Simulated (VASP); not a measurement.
MgI2, 3 atoms in the cell. The structure is trigonal, space group P-3m1 (No. 164). Conventional cell: a = 4.174 Å, b = 4.174 Å, c = 6.937 Å, α = 90.00°, β = 90.00°, γ = 120.00°. Mg (site symmetry -3m) has 6 I at 2.97 Å within 3.9 Å. I (site symmetry 3m) has 3 Mg at 2.97 Å within 3.9 Å. 

* Program: VASP 6.6.1
* Task: single point
* Functional: r2SCAN
* Potentials or basis: VASP PAW PBE potentials, release 64 (Mg, I)
* Cutoff: 660 eV
* k mesh: 5 × 5 × 3
* Occupations: gaussian, width 0.01 eV
* Spin: no spin polarisation
* Dipole correction: no
* Further INCAR settings: ALGO = Normal; EDIFF = 1e-06; NBANDS = 15

Potentials or basis: VASP PAW PBE potentials, release 64 (Mg, I).

Launch:

```console
$ cat potpaw_PBE.64/Mg/POTCAR potpaw_PBE.64/I/POTCAR > POTCAR
$ cp INCAR.step1 INCAR
$ mpirun -np 1 vasp_std > vasp.out
$ cp INCAR.step2 INCAR
$ mpirun -np 1 vasp_std > vasp.out
```

Hardware: 1 thread of AMD EPYC 7R13, with other jobs on the host.

**Question.** Estimate the wall time of this run.

**Answer.** Run time: 4.7 min on 1 thread of AMD EPYC 7R13, with other jobs on the host, peak memory 0.26 GiB. Counts: k points 12.
